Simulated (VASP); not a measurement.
A run of VASP 6.6.1:

File INCAR:

```
  PREC = Accurate
  ENCUT = 600
  EDIFF = 1E-7
  ISMEAR = 0
  SIGMA = 0.01
  LREAL = F
  LASPH = T
  NELM = 100
  ALGO = Normal
  ISIF = 3
  LWAVE = F
  LCHARG = F
  GGA = PS
  IBRION = 2
  NSW = 100
  EDIFFG = -0.002
  PSTRESS = 100.0
```

Contents of KPOINTS:

```
Automatic mesh
0
Gamma
  8 8 4
```

POSCAR

```
ZnO
1.0
    3.2300090304      0.0000000000      0.0000000000
   -1.6150045152      2.7972698748      0.0000000000
    0.0000000000      0.0000000000      5.2143445338
Zn O
2 2
Direct
    0.3333333333      0.6666666667      0.5000406004
    0.6666666667      0.3333333333      0.0000406004
    0.6666666667      0.3333333333      0.3789693995
    0.3333333333      0.6666666667      0.8789693996
```

Potentials or basis: VASP PAW PBE potentials, release 64 (Zn, O).

Command:

```sh
$ cat potpaw_PBE.64/Zn/POTCAR potpaw_PBE.64/O/POTCAR > POTCAR
$ mpirun -np 1 vasp_std > vasp.out
```

Hardware: 1 thread of Intel Xeon 8259CL, on a shared host.

**Question.** Estimate the wall time of this run.

**Answer.** It took 3.7 min on 1 thread of Intel Xeon 8259CL, with other jobs on the host, peak memory 0.21 GiB. Counts: scf iterations 61, k points 30, ion steps 7.
